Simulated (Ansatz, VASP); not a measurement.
Be3B4: VASP beside Ansatz

INCAR

```
SYSTEM = Be3B4
PREC = Accurate
ENCUT = 520
EDIFF = 1E-7
ISMEAR = 0
SIGMA = 0.2
LREAL = .FALSE.
LASPH = .TRUE.
NELM = 100
ALGO = Normal
ISIF = 2
LWAVE = .FALSE.
LCHARG = .FALSE.
LDIPOL = .TRUE.
IDIPOL = 3
DIPOL = 0.5 0.5 0.307
GGA = PE
NBANDS = 18
```

KPOINTS

```
Automatic mesh
0
G
  6 6 1
  0 0 0
```

The input POSCAR:

```
Be3B4
1.0
    3.0287215619     -3.8413522812      0.0000000000
    3.0287215619      3.8413522812      0.0000000000
    0.0000000000      0.0000000000     26.3222732800
Be B
3 4
Direct
    0.8935122721      0.7831926023      0.3073591318
    0.4668073977      0.3564877279      0.3073591318
    0.0653518755      0.1846481245      0.3073217844
    0.1685180110      0.5769898551      0.3073471135
    0.6730101449      0.0814819890      0.3073471135
    0.8388700144      0.4111299856      0.3073519422
    0.3300472543      0.9199527457      0.3073452991
```

Input for Ansatz:

```yaml
crystal:
  lattice:
    - [3.0287215619, -3.8413522812, 0.0]
    - [3.0287215619, 3.8413522812, 0.0]
    - [0.0, 0.0, 26.32227328]
  atoms:
    - { symbol: Be, position: [0.8935122721, 0.7831926023, 0.3073591318] }
    - { symbol: Be, position: [0.4668073977, 0.3564877279, 0.3073591318] }
    - { symbol: Be, position: [0.0653518755, 0.1846481245, 0.3073217844] }
    - { symbol: B, position: [0.168518011, 0.5769898551, 0.3073471135] }
    - { symbol: B, position: [0.6730101449, 0.081481989, 0.3073471135] }
    - { symbol: B, position: [0.8388700144, 0.4111299856, 0.3073519422] }
    - { symbol: B, position: [0.3300472543, 0.9199527457, 0.3073452991] }
  periodic: [true, true, false]
basis:
  ecutwfc: 420
kpoints:
  mp_grid: { grid: [6, 6, 1] }
hamiltonian:
  xc: pbe
scf:
  occupations: { method: gaussian, width: 0.2 }
  lower_state_search: "off"
output:
  forces: true
  stress: true
  eigenvalues: true
```

Alike in both runs: task single point; functional PBE; k mesh 6 × 6 × 1; occupations gaussian, width 0.2 eV; no spin polarisation.

|  | VASP | Ansatz |
| --- | --- | --- |
| version | VASP 6.6.1 | Ansatz 0.2.0 |
| potentials or method | VASP PAW PBE potentials, release 64 (Be, B), cutoff 520 eV | scalar-relativistic, plane waves, PAW |
| valence electrons in the cell | 18 | 18 |

|  | VASP | Ansatz | Ansatz less VASP |
| --- | --- | --- | --- |
| gap on the k mesh at the Fermi level (eV) | none | none | - |
| rms of the force components (eV/Å) | 0.019 | 0.016 | -0.0031 |

Atom by atom the forces differ by 0.008 eV/Å (rms over components). A gap of «none» marks a metal or a gap that the smearing closes. With one functional, cell and mesh, what is left measures potentials, basis and numerics.
